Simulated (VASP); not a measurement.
# Nb (Fm-3m) in VASP: notebook, part 2 of 2

VASP 6.6.1. Earlier steps stand in the parts before.

## 4. Single point, PBEsol

This run uses another cell than the first one, of 15.83 Å³/atom.

The input, INCAR:

```
SYSTEM = Nb
ALGO = Normal
EDIFF = 1E-6
ENCUT = 500
GGA = PS
GGA_COMPAT = .False.
ISIF = 2
ISMEAR = 0
LASPH = .True.
LCHARG = .True.
LELF = .True.
LREAL = .False.
LVHAR = .True.
LWAVE = .False.
NBANDS = 12
NELM = 120
PREC = Accurate
SIGMA = 0.1
```

The input, KPOINTS:

```
k-points
0
Gamma
  9 9 9
  0 0 0
```

The input, POSCAR:

```
Nb
1.0
    0.0000000000      1.9926941919      1.9926941919
    1.9926941919      0.0000000000      1.9926941919
    1.9926941919      1.9926941919      0.0000000000
Nb
1
Direct
    0.0000000000      0.0000000000      0.0000000000
```

Potentials or basis: VASP PAW PBE potentials, release 64 (Nb_sv).

On the command line:

```console
$ cat potpaw_PBE.64/Nb_sv/POTCAR > POTCAR
$ mpirun -np 1 vasp_std > vasp.out
```

OUTCAR:

```text
SYSTEM = Nb
   EDIFF = 1E-6
   ENCUT = 500
   GGA = PS
   ISIF = 2
   ISMEAR = 0
   LASPH = .True.
   LREAL = .False.
   NELM = 120
   PREC = Accurate

 ion  position               nearest neighbor table
   1  0.000  0.000  0.000-

  LATTYP: Found a face centered cubic cell.
 ALAT       =     3.9853883838

  Lattice vectors:

 A1 = (   0.0000000000,   1.9926941919,   1.9926941919)
 A2 = (   1.9926941919,   0.0000000000,   1.9926941919)
 A3 = (   1.9926941919,   1.9926941919,   0.0000000000)

Analysis of symmetry for initial positions (statically):
=====================================================================
 Subroutine PRICEL returns:
 Original cell was already a primitive cell.

 Routine SETGRP: Setting up the symmetry group for a
 face centered cubic supercell.

 Subroutine GETGRP returns: Found 48 space group operations
 (whereof 48 operations were pure point group operations)
 out of a pool of 48 trial point group operations.

The static configuration has the point symmetry O_h .

Analysis of symmetry for dynamics (positions and initial velocities):
=====================================================================
 Subroutine PRICEL returns:
 Original cell was already a primitive cell.

 Routine SETGRP: Setting up the symmetry group for a
 face centered cubic supercell.

 Subroutine GETGRP returns: Found 48 space group operations
 (whereof 48 operations were pure point group operations)
 out of a pool of 48 trial point group operations.

The dynamic configuration has the point symmetry O_h .

 Subroutine INISYM returns: Found 48 space group operations
 (whereof 48 operations are pure point group operations),
 and found     1 'primitive' translations

----------------------------------------------------------------------------------------

                                     Primitive cell

  volume of cell :      15.8253

  direct lattice vectors                    reciprocal lattice vectors
     0.000000000  1.992694192  1.992694192    -0.250916574  0.250916574  0.250916574
     1.992694192  0.000000000  1.992694192     0.250916574 -0.250916574  0.250916574
     1.992694192  1.992694192  0.000000000     0.250916574  0.250916574 -0.250916574

  length of vectors
     2.818095152  2.818095152  2.818095152     0.434600255  0.434600255  0.434600255

  position of ions in fractional coordinates (direct lattice)
     0.000000000  0.000000000  0.000000000

  ion indices of the primitive-cell ions
   primitive index   ion index
                 1           1

----------------------------------------------------------------------------------------

 KPOINTS: k-points

Automatic generation of k-mesh.
 Grid dimensions read from file:
 generate k-points for:    9    9    9

 Generating k-lattice:

  Cartesian coordinates                     Fractional coordinates (reciprocal lattice)
    -0.027879619  0.027879619  0.027879619     0.111111111  0.000000000  0.000000000
     0.027879619 -0.027879619  0.027879619     0.000000000  0.111111111  0.000000000
     0.027879619  0.027879619 -0.027879619     0.000000000  0.000000000  0.111111111

  Length of vectors
     0.048288917  0.048288917  0.048288917

  Shift w.r.t. Gamma in fractional coordinates (k-lattice)
     0.000000000  0.000000000  0.000000000

 Subroutine IBZKPT returns following result:
 ===========================================

 Found     35 irreducible k-points:

 Following reciprocal coordinates:
            Coordinates               Weight
  0.000000  0.000000  0.000000      1.000000
  0.111111  0.000000  0.000000      8.000000
  0.222222  0.000000  0.000000      8.000000
  0.333333  0.000000  0.000000      8.000000
  0.444444  0.000000  0.000000      8.000000
  0.111111  0.111111  0.000000      6.000000
[... 16 lines left out ...]
 -0.333333  0.333333  0.000000     12.000000
  0.444444  0.444444  0.000000      6.000000
 [... further k-points ...]
   k-points           NKPTS =     35   k-points in BZ     NKDIM =     35   number of bands    NBANDS=     12
   number of dos      NEDOS =    301   number of ions     NIONS =      1
   total plane-waves  NPLWV =  13824
   dimension x,y,z NGX =    24 NGY =   24 NGZ =   24
   dimension x,y,z NGXF=    48 NGYF=   48 NGZF=   48
   ions per type =               1
   NGX,Y,Z   is equivalent  to a cutoff of  14.16, 14.16, 14.16 a.u.
   NGXF,Y,Z  is equivalent  to a cutoff of  28.32, 28.32, 28.32 a.u.
 SYSTEM =  Nb
   PREC   = accura    normal or accurate (medium, high low for compatibility)
   ISTART =      0    job   : 0-new  1-cont  2-samecut
   ICHARG =      2    charge: 1-file 2-atom 10-const
   ISPIN  =      1    spin polarized calculation?
   LNONCOLLINEAR =      F non collinear calculations
   LSORBIT =      F    spin-orbit coupling
   LASPH  =      T    aspherical Exc in radial PAW
   ENCUT  =  500.0 eV  36.75 Ry    6.06 a.u.   5.14  5.14  5.14*2*pi/ulx,y,z
   NELM   =    120;   NELMIN=  2; NELMDL= -5     # of ELM steps
   EDIFF  = 0.1E-05   stopping-criterion for ELM
   LREAL  =      F    real-space projection
   EDIFFG = 0.1E-04   stopping-criterion for IOM
   NSW    =      0    number of steps for IOM
   IBRION =     -1    ionic relax: 0-MD 1-quasi-New 2-CG
   NFREE  =      0    steps in history (QN), initial steepest desc. (CG)
   ISIF   =      2    stress and relaxation
   ISYM   =      2    0-nonsym 1-usesym 2-fastsym
   POTIM  = 0.5000    time-step for ionic-motion
   TEBEG  =    0.0;   TEEND  =   0.0 temperature during run
   PSTRESS=    0.0 pullay stress
   NELECT =      13.0000    total number of electrons
   NUPDOWN=      -1.0000    fix difference up-down
   EMIN   =  10.00;   EMAX   =-10.00  energy-range for DOS
   EFERMI =   0.00;   METHOD = LEGACY
   ISMEAR =     0;   SIGMA  =   0.10  broadening in eV -4-tet -1-fermi 0-gaus
   EFERMI_NEDOS =   21; number of points for ismear=-14 and -15
   IALGO  =     38    algorithm
   IMIX   =      4    mixing-type and parameters
     AMIX     =   0.40;   BMIX     =  1.00
     AMIX_MAG =   1.60;   BMIX_MAG =  1.00
  volume/ion in A,a.u.               =      15.83       106.79
  Fermi-wavevector in a.u.,A,eV,Ry     =   1.533223  2.897371 31.984201  2.350772
  Thomas-Fermi vector in A             =   2.640320
   LORBIT       =      0    0 simple, 1 ext, 2 COOP (PROOUT), +10 PAW based schemes
   GGA     = PS    functional components
   LHFCALC =     F    Hartree Fock is set to
   AEXX    =    0.0000 exact exchange contribution
   IVDW    =     0    specifies the selected vdW correction
   LEPSILON=     F    determine dielectric tensor
   LRPA    =     F    only Hartree local field effects (RPA)
 non-spin polarized calculation
 Gauss-broadening in eV      SIGMA  =   0.10
  energy-cutoff  :      500.00
  volume of cell :       15.83
 maximum number of plane-waves:       419
 NGX is ok and might be reduce to    24
   NGX = 11   NGY = 11   NGZ = 11

 number of electron      13.0000000 magnetization

 Free energy of the ion-electron system (eV)
  ---------------------------------------------------
  ext. energy  EPLUGINS =         0.00000000
  ---------------------------------------------------
  free energy    TOTEN  =       -10.38811128 eV

  energy without entropy =      -10.37621590  energy(sigma->0) =      -10.38216359

 E-fermi :  13.4309     XC(G=0): -13.3144

 val. band max:       13.3253182941   @ k =   0.0000   0.0000   0.0000
 cond. band min:      13.4377960862   @ k =  -0.4444   0.2222   0.1111
 fundamental gap:      0.1124777921
 Fermi energy:        13.4309190436

 k-point     1 :       0.0000    0.0000    0.0000
  band No.  band energies     occupation
      1     -41.1956      2.00000
      2     -16.1763      2.00000
      3     -16.1763      2.00000
      4     -16.1763      2.00000
      5       6.7905      2.00000
      6      13.3253      1.86467
      7      13.3253      1.86467
      8      13.3253      1.86467
      9      16.6064      0.00000
     10      16.6064      0.00000
     11      25.3339      0.00000
     12      30.8602      0.00000
[... 331 lines left out ...]
 k-point    24 :       0.4444    0.4444    0.0000
  band No.  band energies     occupation
      1     -40.6986      2.00000
      2     -18.0130      2.00000
      3     -16.8689      2.00000
      4     -16.8689      2.00000
      5       8.3896      2.00000
      6       9.1949      2.00000
      7      17.6929      0.00000
      8      19.0265      0.00000
      9      19.4203      0.00000
     10      19.4203      0.00000
     11      26.6805      0.00000
     12      26.6805      0.00000

 [... further k-points ...]

------------------------ aborting loop because EDIFF is reached ----------------------------------------

  FORCE on cell =-STRESS in cart. coord.  units (eV):
  Direction    XX          YY          ZZ          XY          YZ          ZX
  --------------------------------------------------------------------------------------
  -------------------------------------------------------------------------------------
  Total        2.9362864      2.9362864      2.9362864      0.0000000      0.0000000      0.0000000
  in kB      297.2740701    297.2740701    297.2740701      0.0000000      0.0000000      0.0000000
  external PRESSURE =     297.2740701 kB  Pullay stress =       0.0000000 kB

 VOLUME and BASIS-vectors are now :
 -----------------------------------------------------------------------------
  energy-cutoff  :      500.00
  volume of cell :       15.83
      direct lattice vectors                 reciprocal lattice vectors
     0.000000000  1.992694192  1.992694192    -0.250916574  0.250916574  0.250916574
     1.992694192  0.000000000  1.992694192     0.250916574 -0.250916574  0.250916574
     1.992694192  1.992694192  0.000000000     0.250916574  0.250916574 -0.250916574

 POSITION                                       TOTAL-FORCE (eV/Angst)
 -----------------------------------------------------------------------------------
      0.00000      0.00000      0.00000         0.000000     -0.000000     -0.000000
 -----------------------------------------------------------------------------------
    total drift:                               -0.000000     -0.000000     -0.000000

  FREE ENERGIE OF THE ION-ELECTRON SYSTEM (eV)
  ---------------------------------------------------
  free  energy   TOTEN  =       -10.3881112771 eV

  energy  without entropy=      -10.3762159030  energy(sigma->0) =      -10.38216359
```

OSZICAR:

```text
N       E                     dE             d eps       ncg     rms          rms(c)
DAV:   1     0.119430758881E+03    0.11943E+03   -0.72654E+03   856   0.106E+03
DAV:   2    -0.637467227846E+01   -0.12581E+03   -0.12094E+03   900   0.391E+02
DAV:   3    -0.104857020713E+02   -0.41110E+01   -0.39788E+01  1188   0.641E+01
DAV:   4    -0.107436508974E+02   -0.25795E+00   -0.25528E+00  1128   0.143E+01
DAV:   5    -0.107561909789E+02   -0.12540E-01   -0.12537E-01  1244   0.264E+00    0.880E+00
DAV:   6    -0.104192452366E+02    0.33695E+00   -0.52804E-01  1324   0.934E+00    0.332E+00
DAV:   7    -0.103819128378E+02    0.37332E-01   -0.18446E-01  1352   0.540E+00    0.958E-01
DAV:   8    -0.103880099996E+02   -0.60972E-02   -0.14109E-02   968   0.155E+00    0.542E-02
DAV:   9    -0.103880984820E+02   -0.88482E-04   -0.11529E-03  1356   0.328E-01    0.513E-02
DAV:  10    -0.103881151253E+02   -0.16643E-04   -0.22540E-05   988   0.577E-02    0.295E-02
DAV:  11    -0.103881112989E+02    0.38265E-05   -0.16100E-05  1088   0.711E-02    0.393E-03
DAV:  12    -0.103881112771E+02    0.21751E-07   -0.51487E-07   708   0.628E-03
   1 F= -.10388111E+02 E0= -.10382164E+02  d E =-.118954E-01
```

stdout:

```text
POSCAR found type information on POSCAR Nb
 POSCAR found :  1 types and       1 ions
 scaLAPACK will be used
 -----------------------------------------------------------------------------
|                                                                             |
|                                                                             |
|     You enforced a specific xc type in the INCAR file but a different       |
|     I HOPE YOU KNOW WHAT YOU ARE DOING!                                     |
|                                                                             |
 -----------------------------------------------------------------------------

 LDA part: xc-table for (Slater+PW92), standard interpolation
 POSCAR, INCAR and KPOINTS ok, starting setup
 FFT: planning ... GRIDC
 FFT: planning ... GRID_SOFT
 FFT: planning ... GRID
 WAVECAR not read
 entering main loop
```

Wall time 11 s (1 thread of AMD EPYC 7R43 (Zen 3), shared host); peak memory 0.1 GiB.

What came out:

- Free energy: -10.3881 eV
- Pressure: 29.7 GPa
- Band gap on the k mesh: zero (an odd number of electrons rules out a gap without spin polarisation)

Caveat: the cell stands under pressure; the PAW data sets were made with another functional, which shifts forces and pressure a little.

## 5. Single point, PBEsol

This run uses another cell than the first one, of 18.27 Å³/atom.

The input, INCAR:

```
SYSTEM = Nb
ALGO = Normal ; EDIFF = 1E-6
ENCUT = 500 ; GGA = PS
GGA_COMPAT = .False. ; ISIF = 2
ISMEAR = 0 ; LASPH = .True.
LCHARG = .False. ; LREAL = .False.
LWAVE = .False. ; NBANDS = 12
NELM = 120 ; PREC = Accurate
SIGMA = 0.1
```

KPOINTS is that of step 4.

The input, POSCAR:

```
Nb
1.0
    0.0000000000      2.0905094885      2.0905094885
    2.0905094885      0.0000000000      2.0905094885
    2.0905094885      2.0905094885      0.0000000000
Nb
1
Direct
    0.0000000000      0.0000000000      0.0000000000
```

Potentials or basis: VASP PAW PBE potentials, release 64 (Nb_sv).

On the command line:

```console
$ cat potpaw_PBE.64/Nb_sv/POTCAR > POTCAR
$ mpirun -np 1 vasp_std > vasp.out
```

OUTCAR:

```text
SYSTEM = Nb
   EDIFF = 1E-6
   ENCUT = 500
   GGA = PS
   ISIF = 2
   ISMEAR = 0
   LASPH = .True.
   LREAL = .False.
   NELM = 120
   PREC = Accurate

 ion  position               nearest neighbor table
   1  0.000  0.000  0.000-

  LATTYP: Found a face centered cubic cell.
 ALAT       =     4.1810189770

  Lattice vectors:

 A1 = (   0.0000000000,   2.0905094885,   2.0905094885)
 A2 = (   2.0905094885,   0.0000000000,   2.0905094885)
 A3 = (   2.0905094885,   2.0905094885,   0.0000000000)

Analysis of symmetry for initial positions (statically):
=====================================================================
 Subroutine PRICEL returns:
 Original cell was already a primitive cell.

 Routine SETGRP: Setting up the symmetry group for a
 face centered cubic supercell.

 Subroutine GETGRP returns: Found 48 space group operations
 (whereof 48 operations were pure point group operations)
 out of a pool of 48 trial point group operations.

The static configuration has the point symmetry O_h .

[... 167 lines left out ...]
  band No.  band energies     occupation
      1     -43.4810      2.00000
      2     -18.8341      2.00000
      3     -18.8341      2.00000
      4     -18.8341      2.00000
      5       4.8902      2.00000
      6      11.2822      0.14446
      7      11.2822      0.14446
      8      11.2822      0.14446
      9      13.9694      0.00000
     10      13.9694      0.00000
     11      23.0723      0.00000
     12      27.9228      0.00000
[... 331 lines left out ...]
 k-point    24 :       0.4444    0.4444    0.0000
  band No.  band energies     occupation
      1     -43.2013      2.00000
      2     -20.0168      2.00000
      3     -19.2828      2.00000
      4     -19.2828      2.00000
      5       7.0695      2.00000
      6       7.8220      2.00000
      7      14.5125      0.00000
      8      15.9268      0.00000
      9      16.2638      0.00000
     10      16.2638      0.00000
     11      23.1474      0.00000
     12      23.1474      0.00000

 [... further k-points ...]

------------------------ aborting loop because EDIFF is reached ----------------------------------------

  FORCE on cell =-STRESS in cart. coord.  units (eV):
  Direction    XX          YY          ZZ          XY          YZ          ZX
  --------------------------------------------------------------------------------------
  -------------------------------------------------------------------------------------
  Total       -0.0416785     -0.0416785     -0.0416785     -0.0000000      0.0000000      0.0000000
  in kB       -3.6545679     -3.6545679     -3.6545679     -0.0000000      0.0000000      0.0000000
  external PRESSURE =      -3.6545679 kB  Pullay stress =       0.0000000 kB

 VOLUME and BASIS-vectors are now :
 -----------------------------------------------------------------------------
  energy-cutoff  :      500.00
  volume of cell :       18.27
      direct lattice vectors                 reciprocal lattice vectors
     0.000000000  2.090509488  2.090509488    -0.239176145  0.239176145  0.239176145
     2.090509488  0.000000000  2.090509488     0.239176145 -0.239176145  0.239176145
     2.090509488  2.090509488  0.000000000     0.239176145  0.239176145 -0.239176145

 POSITION                                       TOTAL-FORCE (eV/Angst)
 -----------------------------------------------------------------------------------
      0.00000      0.00000      0.00000         0.000000      0.000000      0.000000
 -----------------------------------------------------------------------------------
    total drift:                               -0.000000     -0.000000      0.000000

  FREE ENERGIE OF THE ION-ELECTRON SYSTEM (eV)
  ---------------------------------------------------
  free  energy   TOTEN  =       -10.5968493846 eV

  energy  without entropy=      -10.5869117365  energy(sigma->0) =      -10.59188056
```

Run time: 10 s. Hardware: 1 thread of AMD EPYC 7R43 (Zen 3), shared host; peak memory 0.1 GiB.

Results:

```
Free energy            : -10.5968 eV
Pressure               : -0.4 GPa
Band gap on the k mesh : zero (an odd number of electrons rules out a gap without spin polarisation)
```

Levels at points of the mesh, in eV from the Fermi level:
```csv
k point,band 3,band 4,band 5,band 6,band 7,band 8,band 9,band 10
"(0.00, 0.00, 0.00)",-30.01,-30.01,-6.29,0.10,0.10,0.10,2.79,2.79
```

Caveat: the PAW data sets were made with another functional, which shifts forces and pressure a little.

## 6. Relaxation of cell and atoms, PBEsol

This run uses another cell than the first one, of 18.39 Å³/atom.

The input, INCAR:

```
PREC = Accurate
ENCUT = 500
EDIFF = 1E-7
ISMEAR = 0
SIGMA = 0.1
LREAL = False
LASPH = True
NELM = 120
ALGO = Normal
ISIF = 3
LWAVE = False
LCHARG = False
GGA = PS
IBRION = 2
NSW = 80
EDIFFG = -0.03
GGA_COMPAT = False
NELMIN = 4
```

The input, KPOINTS:

```
Automatic mesh
0
Gamma
  9 9 9
```

The input, POSCAR:

```
Nb
1.0
    0.0000000000      2.0950000000      2.0950000000
    2.0950000000      0.0000000000      2.0950000000
    2.0950000000      2.0950000000      0.0000000000
Nb
1
Direct
    0.0000000000      0.0000000000      0.0000000000
```

Potentials or basis: VASP PAW PBE potentials, release 64 (Nb_sv).

On the command line:

```console
$ cat potpaw_PBE.64/Nb_sv/POTCAR > POTCAR
$ mpirun -np 1 vasp_std > vasp.out
```

Wall time 25 s (1 thread of AMD EPYC 7R43 (Zen 3), shared host); peak memory 0.11 GiB.

The run converged. Its results:

| Item | Value |
| --- | --- |
| Free energy | -10.5970 eV |
| Relaxed volume | 18.24 Å³/atom |
| Relaxed cell | a = 2.955 Å, b = 2.955 Å, c = 2.955 Å, α = 60.00°, β = 60.00°, γ = 60.00° |
| Space group after relaxing (to 0.1 Å) | Fm-3m (No. 225) |
| Energy gained by relaxing | 0.7 meV/atom |
| Ionic steps | 3 |
| Pressure after relaxing | 0.0 GPa |
| Band gap on the k mesh | zero (an odd number of electrons rules out a gap without spin polarisation) |

Step by step:
| step | energy change (eV) | largest force (eV/Å) | pressure (GPa) | volume (Å³) |
| --- | --- | --- | --- | --- |
| 1 | 0.0000 | 0.0000 | -1.44 | 18.39 |
| 2 | 0.0018 | 0.0000 | 2.80 | 17.95 |
| 3 | -0.0007 | 0.0000 | -0.01 | 18.24 |

Final structure:
```
Nb
1.0
     0.00000    2.08919    2.08919
     2.08919    0.00000    2.08919
     2.08919    2.08919    0.00000
Nb
1
Direct
  0.00000 0.00000 0.00000
```

Levels at points of the mesh, in eV from the Fermi level:
```tsv
k point	band 3	band 4	band 5	band 6	band 7	band 8	band 9	band 10
(0.00, 0.00, 0.00)	-30.01	-30.01	-6.29	0.10	0.10	0.10	2.80	2.80
```

Caveat: the PAW data sets were made with another functional, which shifts forces and pressure a little.

## 7. Summary

| task | cell | gap on the mesh (eV) | pressure (GPa) |
| --- | --- | --- | --- |
| single point | a = 2.767 Å, angles 60.0°, 1 atom | none | 44.6 |
| single point | a = 2.880 Å, angles 60.0°, 1 atom | none | 14.7 |
| single point | a = 2.818 Å, angles 60.0°, 1 atom | none | 29.7 |
| single point | a = 2.956 Å, angles 60.0°, 1 atom | none | -0.4 |
| relaxation of cell and atoms | relaxed from a = 2.963 Å, angles 60.0°, 1 atom | none | 0.0 |

Alike in all rows: level PBEsol; potentials or basis VASP PAW PBE potentials, release 64 (Nb_sv); no spin polarisation; k mesh 9 × 9 × 9; cutoff (eV) 500; smearing gaussian 0.1 eV.

Caveats: the PAW data sets were made with another functional, which shifts forces and pressure a little; the cell stands under pressure (at least some runs).

Absolute energies hang on the potentials; compare differences alone.
